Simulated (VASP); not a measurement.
Runs of VASP 6.6.1 on Br. The structure is that of space group Fd-3m (No. 227), or close to it. The cells are those of the table. 

```csv
cell,gap on the mesh (eV),pressure (GPa)
"a = 4.350 Å, angles 60.0°, 2 atoms",none,(a)
"a = 3.976 Å, angles 60.0°, 2 atoms",none,45.0
"a = 4.945 Å, angles 60.0°, 2 atoms",none,0.0
"a = 4.123 Å, angles 60.0°, 2 atoms",none,30.0
```

Alike in all rows: task single point; level PBE; potentials or basis VASP PAW PBE potentials, release 64 (Br); no spin polarisation; k mesh 12 × 12 × 12; cutoff (eV) 520; smearing gaussian 0.02 eV.

Estimate the missing entries.

(a) 15.0.

Caveats: the cell stands under pressure (at least some runs).

A k mesh can miss the band edges, and the runs leave out spin-orbit coupling on Br.

A gap of «none» marks levels without a gap at the run's occupations.
